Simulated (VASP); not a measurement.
BaS: single point with PBE

The system is BaS.

```
Ba S
1.0
     0.00000    3.19375    3.09794
     3.19375    0.00000    3.09794
     3.19375    3.19375    0.00000
Ba S
1 1
Cartesian
  0.0000 0.0000 0.0000
  3.1938 3.1938 3.0979
```

This cell differs from its parent crystal: zz strain of -3 %.

```yaml
Program: VASP 6.6.1
Task: single point
Functional: PBE
Potentials_or_basis: VASP PAW PBE potentials, release 64 (Ba_sv, S)
Cutoff: 520 eV
k_mesh: 8 × 8 × 8
Occupations: fermi-dirac, width 0.02 eV
Spin: no spin polarisation
Dipole_correction: no
Further_INCAR_settings: ALGO = Normal; EDIFF = 1e-06; NBANDS = 15
```

| Item | Value |
| --- | --- |
| Pressure | 3.1 GPa |
| Band gap on the k mesh | 1.95 eV, indirect (least direct gap 2.09 eV) |

Stress tensor (GPa, compression positive):
```
2.01 0.00 0.00
0.00 2.01 0.00
0.00 0.00 5.30
```

Levels at points of the mesh, in eV from the valence-band top:
| k point | band 5 | band 6 | band 7 | band 8 | band 9 | band 10 | band 11 | band 12 |
| --- | --- | --- | --- | --- | --- | --- | --- | --- |
| (0.00, 0.00, 0.00) | -10.49 | -0.12 | -0.12 | 0.00 | 3.62 | 3.72 | 3.72 | 3.94 |
| (0.50, 0.00, 0.00) | -9.09 | -2.09 | -1.24 | -1.23 | 5.56 | 5.70 | 6.31 | 6.39 |
| (0.50, 0.50, 0.00) | -10.41 | -0.44 | -0.25 | -0.25 | 1.95 | 5.98 | 6.15 | 7.54 |
| (0.50, 0.00, 0.50) | -10.41 | -0.62 | -0.24 | -0.11 | 1.98 | 5.80 | 6.24 | 7.45 |

It took 38 s on 1 thread of Intel(R) Xeon(R) Platinum 8488C (Sapphire Rapids), with other jobs on the host, peak memory 0.23 GiB.

Caveat: the cell differs from its parent crystal (zz strain of -3 %); spin-orbit coupling is left out, which moves the levels of the heavy elements. A k mesh can miss the band edges.
